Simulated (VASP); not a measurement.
Au:

```
Au
1.0
     0.00000    2.03090    2.03090
     2.03090    0.00000    2.03090
     2.03090    2.03090    0.00000
Au
1
Direct
  0.00000 0.00000 0.00000
```

```yaml
Program: VASP 6.6.1
Task: relaxation of cell and atoms
Functional: PBE
Potentials_or_basis: VASP PAW PBE potentials, release 64 (Au)
Cutoff: 500 eV
k_mesh: 8 × 8 × 8
Occupations: gaussian, width 0.1 eV
Spin: no spin polarisation
```

At the start: pressure 12.8 GPa; volume 16.75 Å³/atom.

Where does the relaxation end?

Over 3 steps the energy falls by 47.1 meV/atom and the volume is 18.08 Å³/atom (+7.9 %); space group Fm-3m (No. 225, to 0.05 Å).

The path:
```
step  energy change (eV)  largest force (eV/Å)  pressure (GPa)  volume (Å³)
   1              0.0000                0.0000           12.77        16.75
   2              0.0390                0.0000          -11.05        20.20
   3             -0.0471                0.0000           -0.26        18.08
```

Final structure:
```xyz
1
Lattice="0.0000 2.0830 2.0830 2.0830 0.0000 2.0830 2.0830 2.0830 0.0000" Properties=species:S:1:pos:R:3 pbc="T T T"
Au    0.0000    0.0000    0.0000
```
